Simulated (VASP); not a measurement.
Crystal: TlVSe3.

```
V Tl Se
1.0
     5.00614    0.00000    0.00000
     0.00000    5.00614    0.00000
     0.00000    0.00000    5.00614
V Tl Se
1 1 3
Cartesian
  0.0000 0.0000 0.0000
  2.5031 2.5031 2.5031
  2.5031 0.0000 0.0000
  0.0000 2.5031 0.0000
  0.0000 0.0000 2.5031
```

* Program: VASP 6.6.1
* Task: relaxation of cell and atoms
* Functional: PBE
* Potentials or basis: VASP PAW PBE potentials, release 64 (V_sv, Tl_d, Se)
* Cutoff: 600 eV
* k mesh: 8 × 8 × 8
* Occupations: gaussian, width 0.1 eV
* Spin: no spin polarisation

At the start: pressure -2.4 GPa; volume 25.09 Å³/atom.

Task: Where does the relaxation end?

Result: Over 4 steps the energy falls by 7.6 meV/atom and the volume is 24.04 Å³/atom (-4.2 %); space group Pm-3m (No. 221, to 0.05 Å).

The path:
```csv
step,energy change (eV),largest force (eV/Å),pressure (GPa),volume (Å³)
1,0.0000,0.0000,-2.39,125.46
2,-0.0350,0.0000,0.73,118.79
3,-0.0380,0.0000,-0.07,120.32
4,-0.0380,0.0000,-0.02,120.19
```

Final structure:
```
CELL_PARAMETERS angstrom
4.93497 0.00000 0.00000
0.00000 4.93497 0.00000
0.00000 0.00000 4.93497
ATOMIC_POSITIONS crystal
V 0.00000 0.00000 0.00000
Tl 0.50000 0.50000 0.50000
Se 0.50000 0.00000 0.00000
Se 0.00000 0.50000 0.00000
Se 0.00000 0.00000 0.50000
```

Caveat: the run has no spin polarisation, though such a crystal can be magnetic.
